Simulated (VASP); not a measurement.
Here is a VASP 6.6.1 calculation.

File INCAR:

```
PREC = Accurate ; ENCUT = 500
EDIFF = 1E-7 ; ISMEAR = 0
SIGMA = 0.01 ; LREAL = F
LASPH = T ; NELM = 120
ALGO = Normal ; ISIF = 3
LWAVE = F ; LCHARG = F
GGA = PS ; IBRION = 2
NSW = 80 ; EDIFFG = -0.001
PSTRESS = 90.0 ; GGA_COMPAT = F
NELMIN = 4
```

The input KPOINTS:

```
Automatic mesh
0
Gamma
  8 8 8
```

POSCAR

```
NaCl
1.0
    0.0000000000      2.8007708028      2.8007708028
    2.8007708028      0.0000000000      2.8007708028
    2.8007708028      2.8007708028      0.0000000000
Na Cl
1 1
Direct
    0.0000000000      0.0000000000      0.0000000000
    0.5000000000      0.5000000000      0.5000000000
```

Potentials or basis: VASP PAW PBE potentials, release 64 (Na_pv, Cl).

Command:

```console
$ cat potpaw_PBE.64/Na_pv/POTCAR potpaw_PBE.64/Cl/POTCAR > POTCAR
$ mpirun -np 1 vasp_std > vasp.out
```

(1) What does it give for the relaxed cell?

(2) Estimate the band gap on the k mesh.

(3) Predict the relaxed volume.

(4) Estimate the space group after relaxing (to 0.05 Å).

Answers

(1) a = 3.695 Å, b = 3.695 Å, c = 3.695 Å, α = 60.00°, β = 60.00°, γ = 60.00°.

(2) 5.93 eV, direct.

(3) 17.83 Å³/atom.

(4) Fm-3m (No. 225).

Caveat: the cell is relaxed towards a set pressure, so the enthalpy falls and the energy may rise; the volume moved by over 15 % at a fixed basis, so the end points are rough; the PAW data sets were made with another functional, which shifts forces and pressure a little.
